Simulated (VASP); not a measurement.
Set up this calculation in VASP 6.6.1, as the native input.

| Item | Value |
| --- | --- |
| Task | single point |
| Functional | PBEsol |
| Potentials or basis | VASP PAW PBE potentials, release 64 (Hf_pv, C) |
| Cutoff | 600 eV |
| k mesh | 8 × 8 × 8 |
| Occupations | methfessel-paxton, width 0.1 eV |
| Spin | no spin polarisation |
| Dipole correction | no |
| Further INCAR settings | ALGO = Normal; EDIFF = 1e-06; NBANDS = 14 |

The structure of HfC lies in POSCAR:

```
HfC
1.0
    0.0000000000      2.3250000000      2.3250000000
    2.3250000000      0.0000000000      2.3250000000
    2.3250000000      2.3250000000      0.0000000000
Hf C
1 1
Direct
    0.5000000000      0.5000000000      0.5000000000
    0.0000000000      0.0000000000      0.0000000000
```

The input as run:

INCAR

```
SYSTEM = HfC
ALGO = Normal
EDIFF = 1E-6
ENCUT = 600
GGA = PS
GGA_COMPAT = .FALSE.
ISIF = 2
ISMEAR = 1
LASPH = .TRUE.
LCHARG = .FALSE.
LREAL = .FALSE.
LWAVE = .FALSE.
NBANDS = 14
NELM = 120
PREC = Accurate
SIGMA = 0.1
```

KPOINTS

```
k-points
0
G
  8 8 8
  0 0 0
```

Potentials or basis: VASP PAW PBE potentials, release 64 (Hf_pv, C).

Command:

```bash
$ cat potpaw_PBE.64/Hf_pv/POTCAR potpaw_PBE.64/C/POTCAR > POTCAR
$ mpirun -np 1 vasp_std > vasp.out
```

It gave:

```json
{
 "Pressure": "-7.0 GPa",
 "Band gap on the k mesh": "zero (bands 7 and 8 overlap by 1.45 eV)"
}
```

Caveat: the cell stands under tension; the PAW data sets were made with another functional, which shifts forces and pressure a little; spin-orbit coupling is left out, which moves the levels of the heavy elements.

It took 25 s on 1 thread of AMD EPYC 7R43 64-Core Processor (Zen 3) (shared host), peak memory 0.13 GiB.
